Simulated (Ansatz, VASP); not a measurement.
**Te2Mo in VASP and in Ansatz**

The input INCAR:

```
ALGO = Normal
EDIFF = 1E-6
ENCUT = 520
GGA = PE
ISIF = 2
ISMEAR = -1
LASPH = True
LCHARG = False
LREAL = False
LWAVE = False
NBANDS = 35
NELM = 80
PREC = Accurate
SIGMA = 0.1
```

Contents of KPOINTS:

```
k-points
0
Gamma
  8 8 2
```

POSCAR

```
Te2Mo
1.0
    3.5182000000      0.0000000000      0.0000000000
   -1.7591000000      3.0468510000      0.0000000000
    0.0000000000      0.0000000000     13.9736000000
Te Mo
4 2
Direct
    0.3333333333      0.6666666667      0.6210000000
    0.6666666667      0.3333333333      0.1210000000
    0.3333333333      0.6666666667      0.8790000000
    0.6666666667      0.3333333333      0.3790000000
    0.3333333333      0.6666666667      0.2500000000
    0.6666666667      0.3333333333      0.7500000000
```

Input for Ansatz:

```yaml
crystal:
  lattice:
    - [3.5182, 0.0, 0.0]
    - [-1.7591, 3.046851, 0.0]
    - [0.0, 0.0, 13.9736]
  atoms:
    - { symbol: Te, position: [0.3333333333333333, 0.6666666666666666, 0.621] }
    - { symbol: Te, position: [0.6666666666666666, 0.3333333333333333, 0.121] }
    - { symbol: Te, position: [0.3333333333333333, 0.6666666666666666, 0.879] }
    - { symbol: Te, position: [0.6666666666666666, 0.3333333333333333, 0.379] }
    - { symbol: Mo, position: [0.3333333333333333, 0.6666666666666666, 0.25] }
    - { symbol: Mo, position: [0.6666666666666666, 0.3333333333333333, 0.75] }
basis:
  ecutwfc: 550.0
kpoints:
  mp_grid:
    grid: [8, 8, 2]
hamiltonian:
  xc: pbe
scf:
  occupations:
    method: fermi_dirac
    width: 0.1
output:
  stress: true
```

Alike in both runs: task single point; functional PBE; k mesh 8 × 8 × 2; occupations fermi-dirac, width 0.1 eV; no spin polarisation.

|  | VASP | Ansatz |
| --- | --- | --- |
| version | VASP 6.6.1 | Ansatz 0.2.0 |
| potentials or method | VASP PAW PBE potentials, release 64 (Te, Mo_sv), cutoff 520 eV | plane waves, PAW |
| valence electrons in the cell | 52 | 92 |

Ansatz gave:

| Quantity | Value |
| --- | --- |
| pressure (GPa) | 2.9 |
| traceless stress, the component that is largest in VASP (GPa) | 0.44 |

Problem. Which values does VASP return?

Solution. Pressure (GPa): 2.9; traceless stress, the component that is largest in VASP (GPa): 0.50.

With one functional, cell and mesh, what is left measures potentials, basis and numerics. VASP's potentials hold 52 valence electrons a cell and Ansatz's 92, so a difference there can come from the potentials and not from the codes.

Spin-orbit coupling is off throughout.
